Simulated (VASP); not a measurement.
# SnO2 (C2/m) in VASP: notebook

SnO2 is run at these levels: PBE+D3(BJ); tasks: single point.

Program: VASP 6.6.1. These are calculated values, not measurements. Logs are shortened: lines on timing, memory, paths and dates and some standing lists are left out, and cuts for length are marked.

## (1) The cell of the first run

It takes space group C2/m (No. 12, monoclinic). Conventional cell: a = 5.607 Å, b = 3.237 Å, c = 13.414 Å, α = 90.00°, β = 99.62°, γ = 90.00°. Within 2.8 Å of Sn (site symmetry 2/m) lie 6 O at 2.12 Å. Sn (site symmetry m) has 6 O at 2.12 Å within 2.8 Å. Within 2.8 Å of O (site symmetry m) lie 3 Sn at 2.12 Å and 3 O at 2.72 Å. O (site symmetry m) has 3 Sn at 2.12 Å and 3 O at 2.72 Å within 2.8 Å. O (site symmetry m) has 3 Sn at 2.12 Å and 3 O at 2.72 Å within 2.8 Å.

## (2) Single point, PBE+D3(BJ)

File INCAR:

```
ALGO = Normal ; EDIFF = 1E-7
ENCUT = 520 ; GGA = PE
ISIF = 2 ; ISMEAR = 0
IVDW = 12 ; LASPH = T
LCHARG = F ; LREAL = F
LWAVE = F ; NBANDS = 49
NELM = 60 ; PREC = Accurate
SIGMA = 0.05
```

File KPOINTS:

```
k-points
0
Gamma
  9 9 2
```

File POSCAR:

```
SnO2
1.0
   -3.2372529198      0.0000000000      0.0000000000
   -1.6186264599     -2.8035432670      0.0000000000
   -1.9423517519     -1.1214173069     13.2254773976
Sn O
3 6
Direct
    0.4719659715      0.4719659715      0.4867517379
    0.9351040951     -0.0648959049      0.1622397622
    0.0088278479      0.0088278479      0.8112637135
    0.5718118090      0.5718118090      0.2371371442
    0.6455355618     -0.3544644382      0.8861610955
    0.1086736854      0.1086736854      0.5616491199
    0.3721201341      0.3721201341      0.7363663315
    0.8352582576     -0.1647417424      0.4118543559
    0.2983963812      0.2983963812      0.0873423802
```

Potentials or basis: VASP PAW PBE potentials, release 64 (Sn_d, O).

Launch:

```
cat potpaw_PBE.64/Sn_d/POTCAR potpaw_PBE.64/O/POTCAR > POTCAR
mpirun -np 1 vasp_std > vasp.out
```

OUTCAR:

```text
EDIFF = 1E-7
   ENCUT = 520
   GGA = PE
   ISIF = 2
   ISMEAR = 0
   IVDW = 12
   LASPH = T
   LREAL = F
   NELM = 60
   PREC = Accurate
 IVDW          = 12

 ion  position               nearest neighbor table
   1  0.472  0.472  0.487-   6 2.12   8 2.12   6 2.12   8 2.12   6 2.12   8 2.12
   2  0.935  0.935  0.162-   4 2.12   9 2.12   4 2.12   9 2.12   4 2.12   9 2.12
   3  0.009  0.009  0.811-   5 2.12   7 2.12   7 2.12   5 2.12   5 2.12   7 2.12
   4  0.572  0.572  0.237-   2 2.12   2 2.12   2 2.12
   5  0.646  0.646  0.886-   3 2.12   3 2.12   3 2.12
   6  0.109  0.109  0.562-   1 2.12   1 2.12   1 2.12
   7  0.372  0.372  0.736-   3 2.12   3 2.12   3 2.12
   8  0.835  0.835  0.412-   1 2.12   1 2.12   1 2.12
   9  0.298  0.298  0.087-   2 2.12   2 2.12   2 2.12

  LATTYP: Found a base centered monoclinic cell.
 ALAT       =     5.6070865340
 B/A-ratio  =     0.5773502692
 C/A-ratio  =     2.3923840314
 COS(beta)  =    -0.1671972370

  Lattice vectors:

 A1 = (   3.2372529198,   0.0000000000,   0.0000000000)
 A2 = (   1.6186264599,   2.8035432670,   0.0000000000)
 A3 = (  -1.9423517519,  -1.1214173069,  13.2254773976)

Analysis of symmetry for initial positions (statically):
=====================================================================
 Subroutine PRICEL returns:
 Original cell was already a primitive cell.

 Routine SETGRP: Setting up the symmetry group for a
 base centered monoclinic supercell.

 Subroutine GETGRP returns: Found  4 space group operations
 (whereof  2 operations were pure point group operations)
 out of a pool of  4 trial point group operations.

The static configuration has the point symmetry C_1h.
 The point group associated with its full space group is C_2h.

Analysis of symmetry for dynamics (positions and initial velocities):
=====================================================================
 Subroutine PRICEL returns:
 Original cell was already a primitive cell.

 Routine SETGRP: Setting up the symmetry group for a
 base centered monoclinic supercell.

 Subroutine GETGRP returns: Found  4 space group operations
 (whereof  2 operations were pure point group operations)
 out of a pool of  4 trial point group operations.

The dynamic configuration has the point symmetry C_1h.
 The point group associated with its full space group is C_2h.

 Subroutine INISYM returns: Found  4 space group operations
 (whereof  2 operations are pure point group operations),
 and found     1 'primitive' translations

[... 114 lines left out ...]
   ISIF   =      2    stress and relaxation
   ISYM   =      2    0-nonsym 1-usesym 2-fastsym
   POTIM  = 0.5000    time-step for ionic-motion
   TEBEG  =    0.0;   TEEND  =   0.0 temperature during run
   PSTRESS=    0.0 pullay stress
   NELECT =      78.0000    total number of electrons
   NUPDOWN=      -1.0000    fix difference up-down
   EMIN   =  10.00;   EMAX   =-10.00  energy-range for DOS
   EFERMI =   0.00;   METHOD = LEGACY
   ISMEAR =     0;   SIGMA  =   0.05  broadening in eV -4-tet -1-fermi 0-gaus
   EFERMI_NEDOS =   21; number of points for ismear=-14 and -15
   IALGO  =     38    algorithm
   IMIX   =      4    mixing-type and parameters
     AMIX     =   0.40;   BMIX     =  1.00
     AMIX_MAG =   1.60;   BMIX_MAG =  1.00
  volume/ion in A,a.u.               =      13.34        90.00
  Fermi-wavevector in a.u.,A,eV,Ry     =   1.417995  2.679621 27.357357  2.010709
  Thomas-Fermi vector in A             =   2.539167
   LORBIT       =      0    0 simple, 1 ext, 2 COOP (PROOUT), +10 PAW based schemes
   GGA     = PE    functional components
   LHFCALC =     F    Hartree Fock is set to
   AEXX    =    0.0000 exact exchange contribution
   IVDW    =    12    specifies the selected vdW correction
   LEPSILON=     F    determine dielectric tensor
   LRPA    =     F    only Hartree local field effects (RPA)
 non-spin polarized calculation
 Gauss-broadening in eV      SIGMA  =   0.05
  energy-cutoff  :      520.00
  volume of cell :      120.03
 maximum number of plane-waves:      3274
   NGX = 13   NGY = 13   NGZ = 49

 number of electron      78.0000014 magnetization

 Free energy of the ion-electron system (eV)
  ---------------------------------------------------
  ext. energy  EPLUGINS =         0.00000000
  ---------------------------------------------------
  free energy    TOTEN  =       -54.47758584 eV

  energy without entropy =      -54.47758584  energy(sigma->0) =      -54.47758584

 E-fermi :   4.6843     XC(G=0): -10.5418

 val. band max:        4.4680933755   @ k =   0.1111   0.0000   0.0000
 cond. band min:       6.1195230657   @ k =   0.0000   0.0000   0.0000
 fundamental gap:      1.6514296902
 Fermi energy:         4.6842947719

 k-point     1 :       0.0000    0.0000    0.0000
  band No.  band energies     occupation
      1     -15.7311      2.00000
      2     -15.7280      2.00000
      3     -15.7271      2.00000
      4     -15.4820      2.00000
      5     -15.4820      2.00000
      6     -15.4798      2.00000
[... 1237 lines left out ...]
     48      15.0061      0.00000
     49      15.8843      0.00000

 [... further k-points ...]

------------------------ aborting loop because EDIFF is reached ----------------------------------------

 Edisp (eV)   -1.75581

 E8    (eV) :    -0.6968

  FORCE on cell =-STRESS in cart. coord.  units (eV):
  Direction    XX          YY          ZZ          XY          YZ          ZX
  --------------------------------------------------------------------------------------
  -------------------------------------------------------------------------------------
  Total       0.28316     0.20630     0.41789     0.06657     0.04080     0.07067
  in kB       3.77964     2.75364     5.57802     0.88854     0.54464     0.94335
  external pressure =        4.04 kB  Pullay stress =        0.00 kB

 VOLUME and BASIS-vectors are now :
 -----------------------------------------------------------------------------
  energy-cutoff  :      520.00
  volume of cell :      120.03
      direct lattice vectors                 reciprocal lattice vectors
    -3.237252920  0.000000000  0.000000000    -0.308903884  0.178345741 -0.030244655
    -1.618626460 -2.803543267  0.000000000     0.000000000 -0.356691481 -0.030244655
    -1.942351752 -1.121417307 13.225477398     0.000000000  0.000000000  0.075611637

 POSITION                                       TOTAL-FORCE (eV/Angst)
 -----------------------------------------------------------------------------------
     -3.23725     -1.86903      6.43752         0.000000      0.000000      0.000000
     -4.85588     -2.80354      2.14570        -0.010434     -0.006024      0.126191
     -1.61863     -0.93451     10.72935         0.010434      0.006024     -0.126191
     -3.23725     -1.86903      3.13625        -0.000310     -0.000179      0.058537
     -4.85588     -2.80354     11.71990        -0.045770     -0.026425      0.196736
     -1.61863     -0.93451      7.42808        -0.000008     -0.000004      0.055981
     -3.23725     -1.86903      9.73880         0.000310      0.000179     -0.058537
     -4.85588     -2.80354      5.44697         0.000008      0.000004     -0.055981
     -1.61863     -0.93451      1.15514         0.045770      0.026425     -0.196736
 -----------------------------------------------------------------------------------
    total drift:                               -0.000021     -0.000012     -0.000127

  FREE ENERGIE OF THE ION-ELECTRON SYSTEM (eV)
  ---------------------------------------------------
  free  energy   TOTEN  =       -56.2333993607 eV

  energy  without entropy=      -56.2333993607  energy(sigma->0) =      -56.23339936
```

OSZICAR:

```text
N       E                     dE             d eps       ncg     rms          rms(c)
DAV:   1     0.108933044316E+04    0.10893E+04   -0.37521E+04  5590   0.245E+03
DAV:   2     0.144741360808E+03   -0.94459E+03   -0.89512E+03  5228   0.718E+02
DAV:   3    -0.490643475679E+02   -0.19381E+03   -0.18867E+03  5439   0.249E+02
DAV:   4    -0.629648300383E+02   -0.13900E+02   -0.13739E+02  5930   0.739E+01
DAV:   5    -0.633825518287E+02   -0.41772E+00   -0.41707E+00  5800   0.134E+01    0.185E+01
DAV:   6    -0.543310088643E+02    0.90515E+01   -0.30718E+01  7846   0.688E+01    0.706E+00
DAV:   7    -0.545346923932E+02   -0.20368E+00   -0.36535E+00  5499   0.905E+00    0.398E+00
DAV:   8    -0.544909086520E+02    0.43784E-01   -0.38172E-01  7422   0.483E+00    0.112E+00
DAV:   9    -0.544753362098E+02    0.15572E-01   -0.88765E-02  7768   0.349E+00    0.172E-01
DAV:  10    -0.544772912077E+02   -0.19550E-02   -0.11539E-02  6160   0.980E-01    0.903E-02
DAV:  11    -0.544775514614E+02   -0.26025E-03   -0.11197E-03  7208   0.316E-01    0.251E-02
DAV:  12    -0.544775883577E+02   -0.36896E-04   -0.12607E-04  6504   0.666E-02    0.232E-02
DAV:  13    -0.544775860995E+02    0.22581E-05   -0.25334E-05  6608   0.512E-02    0.443E-03
DAV:  14    -0.544775858495E+02    0.25003E-06   -0.28244E-06  6920   0.107E-02    0.138E-03
DAV:  15    -0.544775858372E+02    0.12298E-07   -0.24663E-07  4520   0.441E-03
   1 F= -.56233399E+02 E0= -.56233399E+02  d E =-.582385E-11
```

stdout:

```text
POSCAR found type information on POSCAR SnO
 POSCAR found :  2 types and       9 ions
 scaLAPACK will be used
 LDA part: xc-table for (Slater+PW92), standard interpolation
 POSCAR, INCAR and KPOINTS ok, starting setup
 FFT: planning ... GRIDC
 FFT: planning ... GRID_SOFT
 FFT: planning ... GRID
 WAVECAR not read
 entering main loop
```

Run time: 3.9 min. Hardware: 1 thread of Intel Xeon Platinum 8259CL at 2.50GHz (Skylake/Cascade Lake), shared host; peak memory 0.37 GiB.

What came out:

```
Free energy                : -56.2334 eV
Pressure                   : 0.4 GPa
Largest force              : 0.204 eV/Å
Band gap on the k mesh     : 1.65 eV (least direct gap 1.68 eV)
Dispersion energy per atom : -0.195 eV
```

Forces on the atoms (eV/Å):
```
Sn   0.000  0.000  0.000
Sn  -0.010 -0.006  0.126
Sn   0.010  0.006 -0.126
O    0.000  0.000  0.059
O   -0.046 -0.026  0.197
O    0.000  0.000  0.056
O    0.000  0.000 -0.059
O    0.000  0.000 -0.056
O    0.046  0.026 -0.197
```

Stress tensor (GPa, compression positive):
```
0.38 0.09 0.09
0.09 0.28 0.05
0.09 0.05 0.56
```

Caveat: spin-orbit coupling is left out, which moves the levels of the heavy elements; an odd mesh through Γ misses points on the zone boundary, where band edges can lie.

## (3) Single point, PBE+D3(BJ)

This run uses another cell than the first one, of the same volume but with other edges.

File INCAR:

```
SYSTEM = SnO2
PREC = Accurate ; ENCUT = 520
EDIFF = 1E-6 ; ISMEAR = 0
SIGMA = 0.05 ; LREAL = .FALSE.
LASPH = .TRUE. ; NELM = 80
ALGO = Normal ; ISIF = 2
LWAVE = .FALSE. ; LCHARG = .TRUE.
GGA = PE ; IVDW = 12
LELF = .TRUE. ; LVHAR = .TRUE.
NBANDS = 49
```

File KPOINTS:

```
Automatic mesh
0
G
  9 9 2
  0 0 0
```

File POSCAR:

```
SnO2
1.0
   -3.2372529198      0.0000000000      0.0000000000
   -1.6186264599     -2.8035432670      0.0000000000
   -4.3702914417     -2.5231889404     13.2254773976
Sn O
3 6
Direct
    0.2285901026      0.2285901026      0.4867517379
    0.8539842140     -0.1460157860      0.1622397622
   -0.3968040088     -0.3968040088      0.8112637135
    0.4532432369      0.4532432369      0.2371371442
    0.2024550140     -0.7975449860      0.8861610955
   -0.1721508745     -0.1721508745      0.5616491199
    0.0039369683      0.0039369683      0.7363663315
    0.6293310797     -0.3706689203      0.4118543559
    0.2547251911      0.2547251911      0.0873423802
```

Potentials or basis: VASP PAW PBE potentials, release 64 (Sn_d, O).

Launch:

```
cat potpaw_PBE.64/Sn_d/POTCAR potpaw_PBE.64/O/POTCAR > POTCAR
mpirun -np 1 vasp_std > vasp.out
```

It took 5.8 min on 1 thread of Intel Xeon Platinum 8259CL at 2.50GHz (Skylake/Cascade Lake), shared host; peak memory 0.38 GiB.

The run converged. Its results:

```yaml
Free_energy: -56.2509 eV
Pressure: 0.4 GPa
Largest_force: 0.191 eV/Å
Band_gap_on_the_k_mesh: 1.65 eV (least direct gap 1.68 eV)
Dispersion_energy_per_atom: -0.195 eV
```

Forces on the atoms (eV/Å):
```
Sn   0.000  0.000  0.000
Sn  -0.010 -0.006  0.075
Sn   0.010  0.006 -0.075
O   -0.006 -0.003  0.058
O    0.075  0.043  0.170
O    0.000  0.000  0.056
O    0.006  0.003 -0.058
O    0.000  0.000 -0.056
O   -0.075 -0.043 -0.170
```

Stress tensor (GPa, compression positive):
```
 0.52  0.14 -0.38
 0.14  0.36 -0.22
-0.38 -0.22  0.34
```

Levels at points of the mesh, in eV from the valence-band top:
| k point | band 36 | band 37 | band 38 | band 39 | band 40 | band 41 | band 42 | band 43 |
| --- | --- | --- | --- | --- | --- | --- | --- | --- |
| (0.00, 0.00, 0.00) | -1.06 | -1.05 | -1.04 | -0.03 | 1.65 | 2.93 | 3.14 | 5.54 |
| (0.00, 0.00, 0.50) | -1.05 | -1.03 | -0.64 | -0.49 | 2.14 | 2.28 | 3.41 | 5.52 |

Caveat: spin-orbit coupling is left out, which moves the levels of the heavy elements; an odd mesh through Γ misses points on the zone boundary, where band edges can lie.

## (4) Single point, PBE+D3(BJ)

This run uses another cell than the first one, of 15.81 Å³/atom.

File INCAR:

```
SYSTEM = SnO2
ALGO = Normal
EDIFF = 1E-6
ENCUT = 520
GGA = PE
ISIF = 2
ISMEAR = 0
IVDW = 12
LASPH = .TRUE.
LCHARG = .TRUE.
LELF = .TRUE.
LREAL = .FALSE.
LVHAR = .TRUE.
LWAVE = .FALSE.
NBANDS = 49
NELM = 100
PREC = Accurate
SIGMA = 0.05
```

File KPOINTS:

```
k-points
0
G
  9 9 2
  0 0 0
```

File POSCAR:

```
SnO2
1.0
   -3.2372529198      0.0000000000      0.0000000000
   -1.6186264599     -2.8035432670      0.0000000000
   -1.9423517519     -1.1214173069     15.6754773976
Sn O
3 6
Direct
    0.5023967323      0.5023967323      0.4106748359
    0.9452470058     -0.0547529942      0.1368824855
    0.0595464589      0.0595464589      0.6844671862
    0.5866371566      0.5866371566      0.2000737752
    0.7009366097     -0.2990633903      0.7476584759
    0.1437868831      0.1437868831      0.4738661255
    0.4181563080      0.4181563080      0.6212758966
    0.8610065815     -0.1389934185      0.3474835462
    0.3038568550      0.3038568550      0.0736911959
```

Potentials or basis: VASP PAW PBE potentials, release 64 (Sn_d, O).

Launch:

```
cat potpaw_PBE.64/Sn_d/POTCAR potpaw_PBE.64/O/POTCAR > POTCAR
mpirun -np 1 vasp_std > vasp.out
```

OUTCAR:

```text
SYSTEM = SnO2
   EDIFF = 1E-6
   ENCUT = 520
   GGA = PE
   ISIF = 2
   ISMEAR = 0
   IVDW = 12
   LASPH = .TRUE.
   LREAL = .FALSE.
   NELM = 100
   PREC = Accurate
 IVDW          = 12

 ion  position               nearest neighbor table
   1  0.502  0.502  0.411-   6 2.12   6 2.12   6 2.12   8 2.12   8 2.12   8 2.12
   2  0.945  0.945  0.137-   9 2.12   9 2.12   9 2.12   4 2.12   4 2.12   4 2.12
   3  0.060  0.060  0.684-   7 2.12   7 2.12   7 2.12   5 2.12   5 2.12   5 2.12
   4  0.587  0.587  0.200-   2 2.12   2 2.12   2 2.12
   5  0.701  0.701  0.748-   3 2.12   3 2.12   3 2.12
[... 1474 lines left out ...]
  Total       0.31055     0.31028     0.45292     0.00024    -0.00002    -0.00003
  in kB       3.49734     3.49425     5.10073     0.00268    -0.00018    -0.00031
  external pressure =        4.03 kB  Pullay stress =        0.00 kB

 VOLUME and BASIS-vectors are now :
 -----------------------------------------------------------------------------
  energy-cutoff  :      520.00
  volume of cell :      142.27
      direct lattice vectors                 reciprocal lattice vectors
    -3.237252920  0.000000000  0.000000000    -0.308903884  0.178345741 -0.025517564
    -1.618626460 -2.803543267  0.000000000     0.000000000 -0.356691481 -0.025517564
    -1.942351752 -1.121417307 15.675477398     0.000000000  0.000000000  0.063793910

 POSITION                                       TOTAL-FORCE (eV/Angst)
 -----------------------------------------------------------------------------------
     -3.23725     -1.86903      6.43752        -0.000000     -0.000000      0.000000
     -4.85588     -2.80354      2.14570        -0.000399     -0.000230      0.144254
     -1.61863     -0.93451     10.72935         0.000399      0.000230     -0.144254
     -3.23725     -1.86903      3.13625         0.000054      0.000031      0.067639
     -4.85588     -2.80354     11.71990        -0.000051     -0.000029      0.246802
     -1.61863     -0.93451      7.42808        -0.000125     -0.000072      0.054805
     -3.23725     -1.86903      9.73880        -0.000054     -0.000031     -0.067639
     -4.85588     -2.80354      5.44697         0.000125      0.000072     -0.054805
     -1.61863     -0.93451      1.15514         0.000051      0.000029     -0.246802
 -----------------------------------------------------------------------------------
    total drift:                                0.000032      0.000019      0.000057

  FREE ENERGIE OF THE ION-ELECTRON SYSTEM (eV)
  ---------------------------------------------------
  free  energy   TOTEN  =       -56.0879960684 eV

  energy  without entropy=      -56.0879960684  energy(sigma->0) =      -56.08799607
```

OSZICAR:

```text
N       E                     dE             d eps       ncg     rms          rms(c)
DAV:   1     0.110545099169E+04    0.11055E+04   -0.37720E+04  5582   0.232E+03
DAV:   2     0.148897607148E+03   -0.95655E+03   -0.90863E+03  5332   0.705E+02
DAV:   3    -0.485831729276E+02   -0.19748E+03   -0.19258E+03  5526   0.248E+02
DAV:   4    -0.630154310058E+02   -0.14432E+02   -0.14277E+02  5886   0.756E+01
DAV:   5    -0.634621849836E+02   -0.44675E+00   -0.44607E+00  5915   0.136E+01    0.185E+01
DAV:   6    -0.543653643729E+02    0.90968E+01   -0.31597E+01  7849   0.690E+01    0.705E+00
DAV:   7    -0.545699852540E+02   -0.20462E+00   -0.36687E+00  5511   0.901E+00    0.400E+00
DAV:   8    -0.545251120841E+02    0.44873E-01   -0.39735E-01  7379   0.488E+00    0.113E+00
DAV:   9    -0.545080621248E+02    0.17050E-01   -0.94729E-02  7741   0.351E+00    0.175E-01
DAV:  10    -0.545098284680E+02   -0.17663E-02   -0.11729E-02  6139   0.993E-01    0.897E-02
DAV:  11    -0.545100385483E+02   -0.21008E-03   -0.11477E-03  6951   0.302E-01    0.244E-02
DAV:  12    -0.545100510625E+02   -0.12514E-04   -0.11722E-04  6676   0.635E-02    0.208E-02
DAV:  13    -0.545100395952E+02    0.11467E-04   -0.16460E-05  6213   0.382E-02    0.593E-03
DAV:  14    -0.545100355803E+02    0.40149E-05   -0.70109E-06  5811   0.220E-02    0.433E-03
DAV:  15    -0.545100349533E+02    0.62700E-06   -0.11302E-06  3668   0.796E-03
   1 F= -.56087996E+02 E0= -.56087996E+02  d E =-.459924E-18
```

stdout:

```text
POSCAR found type information on POSCAR SnO
 POSCAR found :  2 types and       9 ions
 scaLAPACK will be used
 LDA part: xc-table for (Slater+PW92), standard interpolation
 POSCAR, INCAR and KPOINTS ok, starting setup
 FFT: planning ... GRIDC
 FFT: planning ... GRID_SOFT
 FFT: planning ... GRID
 WAVECAR not read
 entering main loop
```

Wall time 4.7 min (1 thread of Intel Xeon Platinum 8488C (Sapphire Rapids), shared host); peak memory 0.41 GiB.

What came out:

* Free energy: -56.0880 eV
* Pressure: 0.4 GPa
* Largest force: 0.247 eV/Å
* Band gap on the k mesh: 1.93 eV (least direct gap 2.10 eV)
* Dispersion energy per atom: -0.175 eV

Forces on the atoms (eV/Å):
```
Sn   0.000  0.000  0.000
Sn   0.000  0.000  0.144
Sn   0.000  0.000 -0.144
O    0.000  0.000  0.068
O    0.000  0.000  0.247
O    0.000  0.000  0.055
O    0.000  0.000 -0.068
O    0.000  0.000 -0.055
O    0.000  0.000 -0.247
```

Caveat: spin-orbit coupling is left out, which moves the levels of the heavy elements; an odd mesh through Γ misses points on the zone boundary, where band edges can lie.

## (5) Overview

```csv
cell,gap on the mesh (eV),pressure (GPa),largest force (eV/Å)
"a = 3.237, b = 3.237, c = 13.414 Å, angles 81.7, 81.7, 60.0°, 9 atoms",1.65,0.4,0.20
"a = 3.237, b = 3.237, c = 14.156 Å, angles 72.0, 72.0, 60.0°, 9 atoms",1.65,0.4,0.19
"a = 3.237, b = 3.237, c = 15.835 Å, angles 83.0, 83.0, 60.0°, 9 atoms",1.93,0.4,0.25
```

Alike in all rows: task single point; level PBE+D3(BJ); potentials or basis VASP PAW PBE potentials, release 64 (Sn_d, O); no spin polarisation; k mesh 9 × 9 × 2; cutoff (eV) 520; smearing gaussian 0.05 eV.

Caveats: spin-orbit coupling is left out, which moves the levels of the heavy elements; an odd mesh through Γ misses points on the zone boundary, where band edges can lie.

Absolute energies hang on the potentials; compare differences alone.
